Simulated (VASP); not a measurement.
Input of a VASP 6.6.1 run:

The input INCAR:

```
SYSTEM = Fe3Ge
ALGO = Fast ; EDIFF = 1E-6
ENCUT = 520 ; GGA = PS
ISIF = 2 ; ISMEAR = 0
ISPIN = 2 ; LASPH = .TRUE.
LCHARG = .FALSE. ; LMAXMIX = 4
LORBIT = 11 ; LREAL = .FALSE.
LWAVE = .FALSE. ; MAGMOM = 3.74 3.74 3.74 0.39
NBANDS = 31 ; NELM = 150
NUPDOWN = 11.25 ; PREC = Accurate
SIGMA = 0.1
```

File KPOINTS:

```
k-points
0
G
  12 12 12
  0 0 0
```

Contents of POSCAR:

```
Fe3Ge
1.0
    3.6605005200      0.0000000000      0.0000000000
    0.0000000000      3.6605005200      0.0000000000
    0.0000000000      0.0000000000      3.6605005200
Fe Ge
3 1
Direct
    0.0000000000      0.5000000000      0.5000000000
    0.5000000000      0.5000000000      0.0000000000
    0.5000000000      0.0000000000      0.5000000000
    0.0000000000      0.0000000000      0.0000000000
```

Potentials or basis: VASP PAW PBE potentials, release 64 (Fe, Ge_d).

Run with:

```bash
$ cat potpaw_PBE.64/Fe/POTCAR potpaw_PBE.64/Ge_d/POTCAR > POTCAR
$ mpirun -np 1 vasp_std > vasp.out
```

Question: Predict the pressure.

Answer: 26.1 GPa.

Caveat: the cell stands under pressure; the PAW data sets were made with another functional, which shifts forces and pressure a little; the total moment is fixed, so each spin has its own Fermi level and the state may be an excited one.
